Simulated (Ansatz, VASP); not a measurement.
## One calculation of SiC5, two programs

```xyz
6
Lattice="3.5963 0.0000 0.0000 -1.7981 3.1145 0.0000 0.0000 0.0000 8.2455" Properties=species:S:1:pos:R:3 pbc="T T T"
Si    0.0000    0.0000    4.1228
C    -1.3932    2.4131    0.0000
C     2.7864    0.0000    0.0000
C     0.4049    0.7014    0.0000
C     0.0000    2.0763    4.1228
C     1.7981    1.0382    4.1228
```

Alike in both runs: functional PBE; k mesh 12 × 12 × 6; occupations gaussian, width 0.1 eV; no spin polarisation.

Ansatz relaxed the structure, and its values are those at the end. VASP's run is a single point on that final structure, the one shown.

|  | VASP | Ansatz |
| --- | --- | --- |
| version | VASP 6.6.1 | Ansatz 0.2.0 |
| potentials or method | VASP PAW PBE potentials, release 64 (Si, C), cutoff 520 eV | scalar-relativistic, plane waves, PAW |
| valence electrons in the cell | 24 | 24 |

Ansatz gave:

* gap on the k mesh at the Fermi level (eV): none
* pressure (GPa): 0.0
* rms of the force components (eV/Å): 0.000

Question: What did VASP give for the same quantities?

Answer: gap on the k mesh at the Fermi level (eV): none; pressure (GPa): 0.2; rms of the force components (eV/Å): 0.075.

A gap of «none» marks a metal or a gap that the smearing closes. With one functional, cell and mesh, what is left measures potentials, basis and numerics.
